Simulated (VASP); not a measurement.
# Ga2BAs3 (P6/mmm) in VASP: notebook, part 2 of 2

VASP 6.6.1. The steps go on from the part before.

**4. Single point, PBE**

This run uses another cell than the first one, of 17.20 Å³/atom.

INCAR reads:

```
SYSTEM = Ga2BAs3
  PREC = Accurate
  ENCUT = 520
  EDIFF = 1E-7
  ISMEAR = 0
  SIGMA = 0.1
  LREAL = .False.
  LASPH = .True.
  NELM = 60
  ALGO = Normal
  ISIF = 2
  LWAVE = .False.
  LCHARG = .False.
  GGA = PE
  NBANDS = 31
```

KPOINTS reads:

```
Automatic mesh
0
Gamma
  6 6 4
  0 0 0
```

POSCAR reads:

```
Ga2BAs3
1.0
    4.9112359415      0.0000000000      0.0000000000
   -2.4556179707      4.2532550893      0.0000000000
    0.0000000000      0.0000000000      4.9411556985
Ga B As
2 1 3
Direct
    0.3333333333      0.6666666667      0.0000000000
    0.6666666667      0.3333333333      0.0000000000
    0.0000000000      0.0000000000      0.0000000000
    0.3333333333      0.6666666667      0.5000000000
    0.6666666667      0.3333333333      0.5000000000
    0.0000000000      0.0000000000      0.5000000000
```

Potentials or basis: VASP PAW PBE potentials, release 64 (Ga_d, B, As).

Launch:

```console
> cat potpaw_PBE.64/Ga_d/POTCAR potpaw_PBE.64/B/POTCAR potpaw_PBE.64/As/POTCAR > POTCAR
> mpirun -np 1 vasp_std > vasp.out
```

OUTCAR:

```text
SYSTEM = Ga2BAs3
   PREC = Accurate
   ENCUT = 520
   EDIFF = 1E-7
   ISMEAR = 0
   LREAL = .False.
   LASPH = .True.
   NELM = 60
   ISIF = 2
   GGA = PE

 ion  position               nearest neighbor table
   1  0.333  0.667  0.000-   4 2.47   4 2.47   2 2.84   2 2.84   2 2.84
   2  0.667  0.333  0.000-   5 2.47   5 2.47   1 2.84   1 2.84   1 2.84
   3  0.000  0.000  0.000-   6 2.47   6 2.47
   4  0.333  0.667  0.500-   1 2.47   1 2.47   6 2.84   5 2.84   5 2.84   6 2.84   6 2.84   5 2.84

   5  0.667  0.333  0.500-   2 2.47   2 2.47   6 2.84   4 2.84   4 2.84   6 2.84   6 2.84   4 2.84

[... 918 lines left out ...]
  Total        0.1054049      0.1054049      0.0779132      0.0000000      0.0000000     -0.0000000
  in kB        1.6361778      1.6361778      1.2094305      0.0000000      0.0000000     -0.0000000
  external PRESSURE =       1.4939287 kB  Pullay stress =       0.0000000 kB

 VOLUME and BASIS-vectors are now :
 -----------------------------------------------------------------------------
  energy-cutoff  :      520.00
  volume of cell :      103.21
      direct lattice vectors                 reciprocal lattice vectors
     4.911235942  0.000000000  0.000000000     0.203614734  0.117557022  0.000000000
    -2.455617971  4.253255089  0.000000000     0.000000000  0.235114043  0.000000000
     0.000000000  0.000000000  4.941155699     0.000000000  0.000000000  0.202381803

 POSITION                                       TOTAL-FORCE (eV/Angst)
 -----------------------------------------------------------------------------------
     -0.00000      2.83550      0.00000        -0.000000      0.000000      0.000000
      2.45562      1.41775      0.00000         0.000000     -0.000000      0.000000
      0.00000      0.00000      0.00000        -0.000000      0.000000      0.000000
     -0.00000      2.83550      2.47058        -0.000000      0.000000      0.000000
      2.45562      1.41775      2.47058         0.000000      0.000000      0.000000
      0.00000      0.00000      2.47058        -0.000000      0.000000      0.000000
 -----------------------------------------------------------------------------------
    total drift:                                0.000000     -0.000000      0.000000

  FREE ENERGIE OF THE ION-ELECTRON SYSTEM (eV)
  ---------------------------------------------------
  free  energy   TOTEN  =       -23.0091234266 eV

  energy  without entropy=      -23.0000454470  energy(sigma->0) =      -23.00458444
```

OSZICAR:

```text
N       E                     dE             d eps       ncg     rms          rms(c)
DAV:   1     0.323064833074E+03    0.32306E+03   -0.19898E+04  1401   0.194E+03
DAV:   2     0.184586037388E+02   -0.30461E+03   -0.29088E+03  1397   0.495E+02
DAV:   3    -0.215578020139E+02   -0.40016E+02   -0.38727E+02  1533   0.125E+02
DAV:   4    -0.232048453593E+02   -0.16470E+01   -0.16317E+01  1705   0.261E+01
DAV:   5    -0.232371843583E+02   -0.32339E-01   -0.32320E-01  1493   0.359E+00    0.466E+00
DAV:   6    -0.230199167302E+02    0.21727E+00   -0.75685E-01  1862   0.804E+00    0.265E+00
DAV:   7    -0.230101020048E+02    0.98147E-02   -0.97474E-02  1503   0.170E+00    0.147E+00
DAV:   8    -0.230093425350E+02    0.75947E-03   -0.23075E-02  1816   0.791E-01    0.246E-01
DAV:   9    -0.230091006330E+02    0.24190E-03   -0.28687E-03  1517   0.333E-01    0.667E-02
DAV:  10    -0.230091242809E+02   -0.23648E-04   -0.52340E-04  1544   0.107E-01    0.317E-02
DAV:  11    -0.230091225079E+02    0.17730E-05   -0.33132E-05  1716   0.411E-02    0.839E-03
DAV:  12    -0.230091235218E+02   -0.10139E-05   -0.68820E-06  1569   0.145E-02    0.267E-03
DAV:  13    -0.230091234266E+02    0.95192E-07   -0.68250E-07  1429   0.540E-03
   1 F= -.23009123E+02 E0= -.23004584E+02  d E =-.907798E-02
```

stdout:

```text
POSCAR found type information on POSCAR GaB As
 POSCAR found :  3 types and       6 ions
 scaLAPACK will be used
 LDA part: xc-table for (Slater+PW92), standard interpolation
 POSCAR, INCAR and KPOINTS ok, starting setup
 FFT: planning ... GRIDC
 FFT: planning ... GRID_SOFT
 FFT: planning ... GRID
 WAVECAR not read
 entering main loop
```

Wall time 4.7 min (1 thread of Intel Xeon 8259CL, shared host); peak memory 0.27 GiB.

Results:

| Item | Value |
| --- | --- |
| Free energy | -23.0091 eV |
| Pressure | 0.1 GPa |
| Band gap on the k mesh | zero (bands 22 and 23 overlap by 2.60 eV) |

Levels at points of the mesh, in eV from the Fermi level:
| k point | band 18 | band 19 | band 20 | band 21 | band 22 | band 23 | band 24 | band 25 | band 26 | band 27 |
| --- | --- | --- | --- | --- | --- | --- | --- | --- | --- | --- |
| (0.00, 0.00, 0.00) | -4.09 | -4.09 | -1.93 | -1.87 | -1.27 | 0.04 | 0.47 | 0.47 | 1.36 | 1.36 |
| (0.50, 0.00, 0.00) | -4.28 | -2.56 | -1.97 | -1.21 | -0.80 | -0.77 | 1.55 | 1.65 | 2.63 | 4.12 |
| (0.00, 0.00, 0.50) | -3.68 | -3.59 | -3.59 | -0.99 | -0.99 | -0.49 | -0.49 | 0.29 | 0.82 | 4.75 |
| (0.50, 0.00, 0.50) | -2.86 | -0.54 | -0.42 | 0.85 | 1.51 | 2.05 | 2.06 | 2.09 | 3.20 | 3.53 |

**5. The runs side by side**

```tsv
cell	k mesh	gap on the mesh (eV)	pressure (GPa)
a = 5.077, b = 5.077, c = 4.810 Å, angles 90.0, 90.0, 120.0°, 6 atoms	6 × 6 × 2	none	0.1
a = 4.277, b = 4.277, c = 7.939 Å, angles 90.0, 90.0, 120.0°, 6 atoms	6 × 6 × 2	none	13.4
a = 4.911, b = 4.911, c = 4.941 Å, angles 90.0, 90.0, 120.0°, 6 atoms	6 × 6 × 4	none	0.1
```

Alike in all rows: task single point; level PBE; potentials or basis VASP PAW PBE potentials, release 64 (Ga_d, B, As); no spin polarisation; cutoff (eV) 520; smearing gaussian 0.1 eV.

Caveats: some runs use coarse meshes.

Absolute energies hang on the potentials; compare differences alone.
